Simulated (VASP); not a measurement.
Input of a VASP 6.6.1 run:

The input INCAR:

```
SYSTEM = GaP
  PREC = Accurate
  ENCUT = 520
  EDIFF = 1E-6
  ISMEAR = 0
  SIGMA = 0.05
  LREAL = .FALSE.
  LASPH = .TRUE.
  NELM = 80
  ALGO = Normal
  ISIF = 2
  LWAVE = .FALSE.
  LCHARG = .FALSE.
  NBANDS = 26
```

File KPOINTS:

```
regular mesh
0
G
  9 9 9
  0 0 0
```

The input POSCAR:

```
GaP
1.0
    1.8256108340      1.0540169064      6.4417286813
   -1.8256108340      1.0540169064      6.4417286813
    0.0000000000     -2.1080338128      6.4417286813
Ga P
2 2
Direct
    0.4359784395      0.4359784395      0.4359784395
    0.5640215605      0.5640215605      0.5640215605
    0.0580350955      0.0580350955      0.0580350955
    0.9419649045      0.9419649045      0.9419649045
```

Potentials or basis: VASP PAW LDA potentials, release 64 (Ga_d, P).

The run is started by

```console
$ cat potpaw_LDA.64/Ga_d/POTCAR potpaw_LDA.64/P/POTCAR > POTCAR
$ mpirun -np 1 vasp_std > vasp.out
```

Q: Predict the largest force.

A: 0.746 eV/Å.

Q: What does it give for the band gap on the k mesh?

A: 0.43 eV (least direct gap 1.10 eV).

Q: Estimate the pressure.

A: 5.5 GPa.

Forces on the atoms (eV/Å):
```
Ga   0.000  0.000  0.544
Ga   0.000  0.000 -0.544
P    0.000  0.000 -0.746
P    0.000  0.000  0.746
```

Caveat: the cell stands under pressure; an odd mesh through Γ misses points on the zone boundary, where band edges can lie.
